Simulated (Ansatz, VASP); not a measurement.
TiAl: VASP beside Ansatz

File INCAR:

```
SYSTEM = TiAl
  PREC = Accurate
  ENCUT = 500
  EDIFF = 1E-6
  ISMEAR = 0
  SIGMA = 0.1
  LREAL = .False.
  LASPH = .True.
  NELM = 120
  ALGO = Normal
  ISIF = 2
  LWAVE = .False.
  LCHARG = .False.
  GGA = PE
  NBANDS = 14
  GGA_COMPAT = .False.
```

KPOINTS

```
regular mesh
0
Gamma
  6 6 6
  0 0 0
```

Contents of POSCAR:

```
TiAl
1.0
    0.0000000000      2.5907471371      2.5907471371
    2.5907471371      0.0000000000      2.5907471371
    2.5907471371      2.5907471371      0.0000000000
Ti Al
1 1
Direct
    0.0000000000      0.0000000000      0.0000000000
    0.5000000000      0.5000000000      0.5000000000
```

Input for Ansatz:

```yaml
crystal:
  lattice:
    - [0.0, 2.5907471371, 2.5907471371]
    - [2.5907471371, 0.0, 2.5907471371]
    - [2.5907471371, 2.5907471371, 0.0]
  atoms:
    - { symbol: Ti, position: [0.0, 0.0, 0.0] }
    - { symbol: Al, position: [0.5, 0.5, 0.5] }
basis:
  ecutwfc: 420
kpoints:
  mp_grid: { grid: [6, 6, 6] }
hamiltonian:
  xc: pbe
scf:
  occupations: { method: gaussian, width: 0.1 }
output:
  forces: true
  stress: true
  eigenvalues: true
```

Alike in both runs: task single point; functional PBE; k mesh 6 × 6 × 6; occupations gaussian, width 0.1 eV; no spin polarisation.

|  | VASP | Ansatz |
| --- | --- | --- |
| version | VASP 6.6.1 | Ansatz 0.2.0 |
| potentials or method | VASP PAW PBE potentials, release 64 (Ti_sv, Al), cutoff 500 eV | scalar-relativistic, plane waves, PAW |
| valence electrons in the cell | 15 | 15 |

```tsv
	VASP	Ansatz	Ansatz less VASP
gap on the k mesh at the Fermi level (eV)	none	none	-
pressure (GPa)	5.9	5.9	+0.03
```

A gap of «none» marks a metal or a gap that the smearing closes. The functional is the same, so the differences come from potentials, cutoffs and numerics.
